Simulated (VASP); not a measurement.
**ZrTi3C4: single point with PBE**

ZrTi3C4:

```
Zr Ti C
1.0
     4.44410    0.00000    0.00000
     0.00000    4.44410    0.00000
     0.00000    0.00000    4.44410
Zr Ti C
1 3 4
Direct
  0.50000 0.50000 0.50000
  0.00000 0.00000 0.50000
  0.50000 0.00000 0.00000
  0.00000 0.50000 0.00000
  0.50000 0.50000 0.00000
  0.00000 0.50000 0.50000
  0.50000 0.00000 0.50000
  0.00000 0.00000 0.00000
```

```json
{
  "Program": "VASP 6.6.1",
  "Task": "single point",
  "Functional": "PBE",
  "Potentials or basis": "VASP PAW PBE potentials, release 64 (Zr_sv, Ti_sv, C)",
  "Cutoff": "520 eV",
  "k mesh": "8 × 8 × 8",
  "Occupations": "gaussian, width 0.1 eV",
  "Spin": "no spin polarisation"
}
```

| Item | Value |
| --- | --- |
| Pressure | 0.3 GPa |
| Band gap on the k mesh | zero (bands 32 and 33 overlap by 0.66 eV) |

Levels at points of the mesh, in eV from the Fermi level:
| k point | band 29 | band 30 | band 31 | band 32 | band 33 | band 34 | band 35 | band 36 |
| --- | --- | --- | --- | --- | --- | --- | --- | --- |
| (0.00, 0.00, 0.00) | -0.30 | 0.32 | 0.32 | 0.32 | 0.71 | 0.71 | 0.71 | 1.42 |
| (0.50, 0.00, 0.00) | -0.63 | -0.56 | -0.47 | -0.47 | -0.30 | -0.30 | 1.95 | 2.54 |
| (0.50, 0.50, 0.00) | -2.44 | -2.42 | -2.42 | -1.85 | 1.85 | 1.94 | 2.42 | 2.42 |
| (0.50, 0.50, 0.50) | -2.79 | -2.74 | -2.74 | -2.74 | 2.62 | 2.62 | 2.62 | 2.74 |

Wall time 3.9 min on 1 thread of Intel Xeon 8259CL (shared host), peak memory 0.27 GiB.
